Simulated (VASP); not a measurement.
Cu3N:

```
Cu N
1.0
     3.80700    0.00000    0.00000
     0.00000    3.80700    0.00000
     0.00000    0.00000    3.80700
Cu N
3 1
Direct
  0.50000 0.00000 0.00000
  0.00000 0.50000 0.00000
  0.00000 0.00000 0.50000
  0.00000 0.00000 0.00000
```

```yaml
Program: VASP 6.6.1
Task: relaxation of cell and atoms
Functional: PBE
Potentials_or_basis: VASP PAW PBE potentials, release 64 (Cu, N)
Cutoff: 600 eV
k_mesh: 6 × 6 × 6
Occupations: fermi-dirac, width 0.02 eV
Spin: no spin polarisation
```

At the start: pressure 2.6 GPa; volume 13.79 Å³/atom.

**Question.** How do energy, volume and symmetry change on relaxing?

**Answer.** Over 3 steps the energy falls by 2.5 meV/atom and the volume is 14.10 Å³/atom (+2.2 %); space group Pm-3m (No. 221, to 0.05 Å).

Step by step:
```csv
step,energy change (eV),largest force (eV/Å),pressure (GPa),volume (Å³)
1,0.0000,0.0000,2.64,55.18
2,-0.0075,0.0000,-1.21,57.01
3,-0.0098,0.0000,0.00,56.40
```

Final structure:
```
Cu N
1.0
     3.83485    0.00000    0.00000
     0.00000    3.83485    0.00000
     0.00000    0.00000    3.83485
Cu N
3 1
Direct
  0.50000 0.00000 0.00000
  0.00000 0.50000 0.00000
  0.00000 0.00000 0.50000
  0.00000 0.00000 0.00000
```
